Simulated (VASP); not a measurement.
SiO2:

```xyz
12
Lattice="4.9820 0.0000 0.0000 0.0000 4.9820 0.0000 0.0000 0.0000 6.9630" Properties=species:S:1:pos:R:3 pbc="T T T"
Si    1.5141    1.5141    0.0000
Si    0.9769    4.0051    1.7408
Si    3.4679    3.4679    3.4815
Si    4.0051    0.9769    5.2222
O     1.1823    0.5678    1.2794
O     1.9232    3.6733    3.0201
O     3.7997    4.4142    4.7609
O     3.0588    1.3087    6.5016
O     3.6733    1.9232    3.9429
O     4.4142    3.7997    2.2021
O     1.3087    3.0588    0.4614
O     0.5678    1.1823    5.6836
```

Base run:

* Program: VASP 6.6.1
* Functional: PBE
* Potentials or basis: VASP PAW PBE potentials, release 64 (Si, O)
* Cutoff: 520 eV
* k mesh: 5 × 5 × 4
* Occupations: fermi-dirac, width 0.02 eV
* Spin: no spin polarisation

Its results: band gap on the k mesh 5.61 eV; pressure 1.2 GPa; largest force 0.030 eV/Å.

Task: The run is repeated on the same cell with these changes: functional from PBE to r2SCAN. What comes out?

Result: Band gap on the k mesh 6.25 eV; pressure -3.5 GPa; largest force 0.289 eV/Å.

Caveats: the cell stands under tension (at least some runs); the PAW data sets were made with another functional, which shifts forces and pressure a little (at least some runs).

A k mesh can miss the band edges.
